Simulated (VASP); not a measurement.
Here is a VASP 6.6.1 calculation.

Contents of INCAR:

```
SYSTEM = ZnSe
PREC = Accurate
ENCUT = 500
EDIFF = 1E-6
ISMEAR = 0
SIGMA = 0.02
LREAL = .FALSE.
LASPH = .TRUE.
NELM = 120
ALGO = Normal
ISIF = 2
LWAVE = .FALSE.
LCHARG = .FALSE.
GGA = PE
NBANDS = 26
GGA_COMPAT = .FALSE.
```

KPOINTS

```
Automatic mesh
0
G
  8 6 8
  0 0 0
```

The input POSCAR:

```
ZnSe
1.0
    4.0538030781      0.0000000000      0.0000000000
    0.0000000000      5.7329433119      0.0000000000
    0.0000000000      0.0000000000      4.0538030781
Zn Se
2 2
Direct
    0.0000000000      0.0000000000      0.0000000000
    0.5000000000      0.5000000000      0.5000058000
    0.5000000000      0.2500000000      0.0000000000
    0.0000000000      0.7500000000      0.5000058000
```

Potentials or basis: VASP PAW PBE potentials, release 64 (Zn, Se).

The run is started by

```bash
$ cat potpaw_PBE.64/Zn/POTCAR potpaw_PBE.64/Se/POTCAR > POTCAR
$ mpirun -np 1 vasp_std > vasp.out
```

Question: Estimate the band gap on the k mesh.

Answer: 1.15 eV.

Question: Estimate the pressure.

Answer: 0.2 GPa.

As with any semilocal functional, this PBE gap is likely too small.
